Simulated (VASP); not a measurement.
Set up this calculation in VASP 6.6.1, as the native input.

| Property | Result |
| --- | --- |
| Task | single point |
| Functional | PBE |
| Potentials or basis | VASP PAW PBE potentials, release 64 (Co, Al) |
| Cutoff | 520 eV |
| k mesh | 15 × 15 × 14 |
| Occupations | fermi-dirac, width 0.1 eV |
| Spin | no spin polarisation |
| Dipole correction | no |
| Further INCAR settings | ALGO = Normal; EDIFF = 1e-07; NBANDS = 13 |

The structure of AlCo (WC type) lies in POSCAR:

```
AlCo
1.0
    2.4149002501      0.0000000000      0.0000000000
   -1.2074501250      2.0913649642      0.0000000000
    0.0000000000      0.0000000000      3.4848358648
Co Al
1 1
Direct
    0.0000000000      0.0000000000      0.0000000000
    0.3333333333      0.6666666667      0.5000000000
```

The input as run:

INCAR

```
SYSTEM = AlCo
ALGO = Normal ; EDIFF = 1E-7
ENCUT = 520 ; GGA = PE
ISIF = 2 ; ISMEAR = -1
LASPH = .TRUE. ; LCHARG = .FALSE.
LREAL = .FALSE. ; LWAVE = .FALSE.
NBANDS = 13 ; NELM = 80
PREC = Accurate ; SIGMA = 0.1
```

KPOINTS

```
k-points
0
G
  15 15 14
  0 0 0
```

Potentials or basis: VASP PAW PBE potentials, release 64 (Co, Al).

Command:

```sh
$ cat potpaw_PBE.64/Co/POTCAR potpaw_PBE.64/Al/POTCAR > POTCAR
$ mpirun -np 1 vasp_std > vasp.out
```

It gave:

| Quantity | Value |
| --- | --- |
| Pressure | 105.6 GPa |
| Band gap on the k mesh | zero (bands 6 and 7 overlap by 2.17 eV) |

Caveat: the cell stands under pressure; the run has no spin polarisation, though such a crystal can be magnetic.

Run time: 49 s on 1 thread of Intel Xeon 6455B, on a shared host, peak memory 0.17 GiB.
